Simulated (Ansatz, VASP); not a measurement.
One calculation of SiGe, two programs

```
Si Ge
1.0
     3.79947    0.00000    0.00000
    -1.89974    3.29044    0.00000
     0.00000    0.00000    6.27903
Si Ge
2 2
Direct
  0.66667 0.33333 0.87450
  0.33333 0.66667 0.37450
  0.66667 0.33333 0.50050
  0.33333 0.66667 0.00050
```

Alike in both runs: task single point; functional LDA; k mesh 12 × 12 × 6; occupations gaussian, width 0.03 eV; no spin polarisation.

|  | VASP | Ansatz |
| --- | --- | --- |
| version | VASP 6.6.1 | Ansatz 0.2.0 |
| potentials or method | VASP PAW LDA potentials, release 64 (Si, Ge_d), cutoff 520 eV | scalar-relativistic, plane waves, PAW |
| valence electrons in the cell | 36 | 36 |

|  | VASP | Ansatz | Ansatz less VASP |
| --- | --- | --- | --- |
| gap on the k mesh at the Fermi level (eV) | 0.23 | 0.23 | +0.001 |
| least direct gap on the mesh (eV) | 0.60 | 0.59 | -0.013 |
| pressure (GPa) | 5.4 | 5.3 | -0.12 |
| rms of the force components (eV/Å) | 0.015 | 0.015 | -0.0004 |

Ansatz warns that its potentials were made for another functional, while VASP's fit it. LDA's correlation is that of Perdew and Zunger in VASP and of Perdew and Wang (1992) in Ansatz. Atom by atom the forces differ by 0.000 eV/Å (rms over components).
